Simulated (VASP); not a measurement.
# Ba (P6_3/mmc) in VASP: a series of runs

Runs on Ba. Level: RPBE. Tasks: single point.

All numbers are computed with VASP 6.6.1; they aren't measurements. Logs are shortened: lines on timing, memory, paths and dates and some standing lists are left out, and cuts for length are marked.

### Step 1. The cell of the first run

It takes space group P6_3/mmc (No. 194, hexagonal). Conventional cell: a = 4.610 Å, b = 4.610 Å, c = 15.064 Å, α = 90.00°, β = 90.00°, γ = 120.00°.

### Step 2. Single point, RPBE

File INCAR:

```
PREC = Accurate
ENCUT = 520
EDIFF = 1E-7
ISMEAR = -1
SIGMA = 0.1
LREAL = F
LASPH = T
NELM = 80
ALGO = Normal
ISIF = 2
LWAVE = F
LCHARG = F
GGA = RP
NBANDS = 28
```

File KPOINTS:

```
Automatic mesh
0
Gamma
  8 8 3
```

File POSCAR:

```
Ba
1.0
    4.6095708725      0.0000000000      0.0000000000
   -2.3047854363      3.9920054762      0.0000000000
    0.0000000000      0.0000000000     15.0636022889
Ba
4
Direct
    0.0000000000      1.0000000000      1.0000000000
    0.0000000000      1.0000000000      0.5000000000
    0.3333333333      0.6666666667      0.2500000000
    0.6666666667      0.3333333333      0.7500000000
```

Potentials or basis: VASP PAW PBE potentials, release 64 (Ba_sv).

On the command line:

```
$ cat potpaw_PBE.64/Ba_sv/POTCAR > POTCAR
$ mpirun -np 1 vasp_std > vasp.out
```

OUTCAR:

```text
PREC = Accurate
   ENCUT = 520
   EDIFF = 1E-7
   ISMEAR = -1
   LREAL = F
   LASPH = T
   NELM = 80
   ISIF = 2
   GGA = RP

 ion  position               nearest neighbor table
   1  0.000  0.000  0.000-   3 4.61   4 4.61   4 4.61   3 4.61   4 4.61   3 4.61
   2  0.000  0.000  0.500-   3 4.61   4 4.61   4 4.61   3 4.61   4 4.61   3 4.61
   3  0.333  0.667  0.250-   1 4.61   2 4.61   1 4.61   2 4.61   1 4.61   2 4.61
   4  0.667  0.333  0.750-   1 4.61   2 4.61   1 4.61   2 4.61   1 4.61   2 4.61

  LATTYP: Found a hexagonal cell.
 ALAT       =     4.6095708725
 C/A-ratio  =     3.2678968836

  Lattice vectors:

 A1 = (   4.6095708725,   0.0000000000,   0.0000000000)
 A2 = (  -2.3047854363,   3.9920054762,   0.0000000000)
 A3 = (   0.0000000000,   0.0000000000,  15.0636022889)

Analysis of symmetry for initial positions (statically):
=====================================================================
 Subroutine PRICEL returns:
 Original cell was already a primitive cell.

 Routine SETGRP: Setting up the symmetry group for a
 hexagonal supercell.

 Subroutine GETGRP returns: Found 24 space group operations
 (whereof 12 operations were pure point group operations)
 out of a pool of 24 trial point group operations.

The static configuration has the point symmetry D_3d.
 The point group associated with its full space group is D_6h.

Analysis of symmetry for dynamics (positions and initial velocities):
=====================================================================
 Subroutine PRICEL returns:
 Original cell was already a primitive cell.

 Routine SETGRP: Setting up the symmetry group for a
 hexagonal supercell.

 Subroutine GETGRP returns: Found 24 space group operations
 (whereof 12 operations were pure point group operations)
 out of a pool of 24 trial point group operations.

The dynamic configuration has the point symmetry D_3d.
 The point group associated with its full space group is D_6h.

 Subroutine INISYM returns: Found 24 space group operations
 (whereof 12 operations are pure point group operations),
 and found     1 'primitive' translations

----------------------------------------------------------------------------------------

                                     Primitive cell

  volume of cell :     277.1919
[... 83 lines left out ...]
   LNONCOLLINEAR =      F non collinear calculations
   LSORBIT =      F    spin-orbit coupling
   LASPH  =      T    aspherical Exc in radial PAW
   ENCUT  =  520.0 eV  38.22 Ry    6.18 a.u.   8.57  8.57 28.01*2*pi/ulx,y,z
   NELM   =     80;   NELMIN=  2; NELMDL= -5     # of ELM steps
   EDIFF  = 0.1E-06   stopping-criterion for ELM
   LREAL  =      F    real-space projection
   EDIFFG = 0.1E-05   stopping-criterion for IOM
   NSW    =      0    number of steps for IOM
   IBRION =     -1    ionic relax: 0-MD 1-quasi-New 2-CG
   NFREE  =      0    steps in history (QN), initial steepest desc. (CG)
   ISIF   =      2    stress and relaxation
   ISYM   =      2    0-nonsym 1-usesym 2-fastsym
   POTIM  = 0.5000    time-step for ionic-motion
   TEBEG  =    0.0;   TEEND  =   0.0 temperature during run
   PSTRESS=    0.0 pullay stress
   NELECT =      40.0000    total number of electrons
   NUPDOWN=      -1.0000    fix difference up-down
   EMIN   =  10.00;   EMAX   =-10.00  energy-range for DOS
   EFERMI =   0.00;   METHOD = LEGACY
   ISMEAR =    -1;   SIGMA  =   0.10  broadening in eV -4-tet -1-fermi 0-gaus
   EFERMI_NEDOS =   21; number of points for ismear=-14 and -15
   IALGO  =     38    algorithm
   IMIX   =      4    mixing-type and parameters
     AMIX     =   0.40;   BMIX     =  1.00
     AMIX_MAG =   1.60;   BMIX_MAG =  1.00
  volume/ion in A,a.u.               =      69.30       467.65
  Fermi-wavevector in a.u.,A,eV,Ry     =   0.858687  1.622682 10.032156  0.737343
  Thomas-Fermi vector in A             =   1.975929
   LORBIT       =      0    0 simple, 1 ext, 2 COOP (PROOUT), +10 PAW based schemes
   GGA     = RP    functional components
   LHFCALC =     F    Hartree Fock is set to
   AEXX    =    0.0000 exact exchange contribution
   IVDW    =     0    specifies the selected vdW correction
   LEPSILON=     F    determine dielectric tensor
   LRPA    =     F    only Hartree local field effects (RPA)
 non-spin polarized calculation
  energy-cutoff  :      520.00
  volume of cell :      277.19
 maximum number of plane-waves:      7539
 NGX is ok and might be reduce to    36
   NGX = 17   NGY = 17   NGZ = 57

 number of electron      39.9999997 magnetization

 Free energy of the ion-electron system (eV)
  ---------------------------------------------------
  ext. energy  EPLUGINS =         0.00000000
  ---------------------------------------------------
  free energy    TOTEN  =        -6.80206998 eV

  energy without entropy =       -6.56257639  energy(sigma->0) =       -6.68232319

 E-fermi :   1.4927     XC(G=0):  -7.0005

 val. band max:        1.4754358066   @ k =   0.2500   0.2500   0.0000
 cond. band min:       1.4952776244   @ k =   0.3750   0.2500   0.0000
 fundamental gap:      0.0198418178
 Fermi energy:         1.4926973564

 k-point     1 :       0.0000    0.0000    0.0000
  band No.  band energies     occupation
      1     -27.6151      2.00000
      2     -27.6026      2.00000
      3     -27.6020      2.00000
      4     -27.5895      2.00000
      5     -12.9553      2.00000
      6     -12.7973      2.00000
[... 609 lines left out ...]
     27       2.4865      0.00010
     28       2.5305      0.00006

------------------------ aborting loop because EDIFF is reached ----------------------------------------

  FORCE on cell =-STRESS in cart. coord.  units (eV):
  Direction    XX          YY          ZZ          XY          YZ          ZX
  --------------------------------------------------------------------------------------
  -------------------------------------------------------------------------------------
  Total        0.1320352      0.1320352      0.1266174     -0.0000000      0.0000000      0.0000000
  in kB        0.7631674      0.7631674      0.7318523     -0.0000000      0.0000000      0.0000000
  external PRESSURE =       0.7527291 kB  Pullay stress =       0.0000000 kB

 VOLUME and BASIS-vectors are now :
 -----------------------------------------------------------------------------
  energy-cutoff  :      520.00
  volume of cell :      277.19
      direct lattice vectors                 reciprocal lattice vectors
     4.609570872  0.000000000  0.000000000     0.216939934  0.125250329  0.000000000
    -2.304785436  3.992005476  0.000000000     0.000000000  0.250500658  0.000000000
     0.000000000  0.000000000 15.063602289     0.000000000  0.000000000  0.066385183

 POSITION                                       TOTAL-FORCE (eV/Angst)
 -----------------------------------------------------------------------------------
      0.00000      0.00000      0.00000        -0.000000      0.000000      0.000000
      0.00000      0.00000      7.53180        -0.000000      0.000000      0.000000
     -0.00000      2.66134      3.76590        -0.000000     -0.000000      0.000000
      2.30479      1.33067     11.29770         0.000000      0.000000     -0.000000
 -----------------------------------------------------------------------------------
    total drift:                               -0.000000      0.000000      0.000000

  FREE ENERGIE OF THE ION-ELECTRON SYSTEM (eV)
  ---------------------------------------------------
  free  energy   TOTEN  =        -6.8020699760 eV

  energy  without entropy=       -6.5625763945  energy(sigma->0) =       -6.68232319
```

stdout:

```text
POSCAR found type information on POSCAR Ba
 POSCAR found :  1 types and       4 ions
 scaLAPACK will be used
 -----------------------------------------------------------------------------
|                                                                             |
|                                                                             |
|     You enforced a specific xc type in the INCAR file but a different       |
|     I HOPE YOU KNOW WHAT YOU ARE DOING!                                     |
|                                                                             |
 -----------------------------------------------------------------------------

 LDA part: xc-table for (Slater+PW92), standard interpolation
 POSCAR, INCAR and KPOINTS ok, starting setup
 FFT: planning ... GRIDC
 FFT: planning ... GRID_SOFT
 FFT: planning ... GRID
 WAVECAR not read
 entering main loop
```

Wall time 2.8 min (1 thread of Oxide Virtual Turin-like, shared host); peak memory 0.39 GiB.

What came out:

```yaml
Free_energy: -6.8021 eV
Pressure: 0.1 GPa
Band_gap_on_the_k_mesh: zero (band 20 reaches 1.57 eV, above the bottom of band 21 at 1.51 eV)
```

Caveat: the PAW data sets were made with another functional, which shifts forces and pressure a little; spin-orbit coupling is left out, which moves the levels of the heavy elements.

### Step 3. Single point, RPBE (volume scaled by 0.88)

File INCAR:

```
SYSTEM = Ba
PREC = Accurate ; ENCUT = 520
EDIFF = 1E-6 ; ISMEAR = -1
SIGMA = 0.1 ; LREAL = .False.
LASPH = .True. ; NELM = 80
ALGO = Normal ; ISIF = 2
LWAVE = .False. ; LCHARG = .False.
GGA = RP ; NBANDS = 28
```

File KPOINTS:

```
Automatic mesh
0
Gamma
  9 9 3
  0 0 0
```

File POSCAR:

```
Ba
1.0
    4.4172778822      0.0000000000      0.0000000000
   -2.2086389411      3.8254748616      0.0000000000
    0.0000000000      0.0000000000     14.4352086252
Ba
4
Direct
    0.0000000000      1.0000000000      1.0000000000
    0.0000000000      1.0000000000      0.5000000000
    0.3333333333      0.6666666667      0.2500000000
    0.6666666667      0.3333333333      0.7500000000
```

Potentials or basis: VASP PAW PBE potentials, release 64 (Ba_sv).

On the command line:

```
$ cat potpaw_PBE.64/Ba_sv/POTCAR > POTCAR
$ mpirun -np 1 vasp_std > vasp.out
```

Wall time 3.4 min (1 thread of Oxide Virtual Turin-like, shared host); peak memory 0.38 GiB.

It converged, with:

| Property | Result |
| --- | --- |
| Free energy | -6.6725 eV |
| Pressure | 1.2 GPa |
| Band gap on the k mesh | zero (band 20 reaches 2.04 eV, above the bottom of band 21 at 1.87 eV) |

Levels at points of the mesh, in eV from the Fermi level:
```csv
k point,band 17,band 18,band 19,band 20,band 21,band 22,band 23,band 24
"(0.00, 0.00, 0.00)",-2.79,-1.82,-1.81,-0.96,1.01,1.04,1.11,1.69
```

Caveat: the PAW data sets were made with another functional, which shifts forces and pressure a little; spin-orbit coupling is left out, which moves the levels of the heavy elements.

(Part 1 of 2 ends here.)
